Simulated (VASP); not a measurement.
Set up this calculation in VASP 6.6.1, as the native input.

| Quantity | Value |
| --- | --- |
| Task | single point |
| Functional | PBE |
| Potentials or basis | VASP PAW PBE potentials, release 64 (Ni, O) |
| Cutoff | 600 eV |
| k mesh | 8 × 8 × 8 |
| Occupations | fermi-dirac, width 0.03 eV |
| Spin | collinear spin, zero start |
| Starting moments | [0.0, 0.0] μB |
| Fixed moment | 0 μB |
| Hubbard terms | Ni d U = 6.2 eV |
| Dipole correction | no |
| Further INCAR settings | ALGO = Normal; EDIFF = 1e-06; NBANDS = 19 |

The structure of NiO lies in POSCAR:

```
NiO
1.0
    0.0000000000      2.1004800000      2.1004800000
    2.1004800000      0.0000000000      2.1004800000
    2.1004800000      2.1004800000      0.0000000000
Ni O
1 1
Direct
    0.0000000000      0.0000000000      0.0000000000
    0.5000000000      0.5000000000      0.5000000000
```

The input as run:

INCAR

```
ALGO = Normal
EDIFF = 1E-6
ENCUT = 600
GGA = PE
GGA_COMPAT = False
ISIF = 2
ISMEAR = -1
ISPIN = 2
LASPH = True
LCHARG = False
LDAU = True
LDAUJ = 0 0
LDAUL = 2 -1
LDAUPRINT = 1
LDAUTYPE = 2
LDAUU = 6.2 0
LMAXMIX = 4
LORBIT = 11
LREAL = False
LWAVE = False
MAGMOM = 0 0
NBANDS = 19
NELM = 200
NUPDOWN = 0.0
PREC = Accurate
SIGMA = 0.03
```

KPOINTS

```
k-points
0
Gamma
  8 8 8
```

Potentials or basis: VASP PAW PBE potentials, release 64 (Ni, O).

Run with:

```console
$ cat potpaw_PBE.64/Ni/POTCAR potpaw_PBE.64/O/POTCAR > POTCAR
$ mpirun -np 1 vasp_std > vasp.out
```

Results of the run:

- Pressure: -13.8 GPa
- Net moment: 0.00 μB per cell
- Valence electrons inside the program's atomic spheres: Ni 9.18; O 4.91

Caveat: the total moment is fixed, so each spin has its own Fermi level.

It took 9.5 s on 1 thread of Intel(R) Xeon(R) 6975P-C (Granite Rapids) (shared host), peak memory 0.15 GiB.
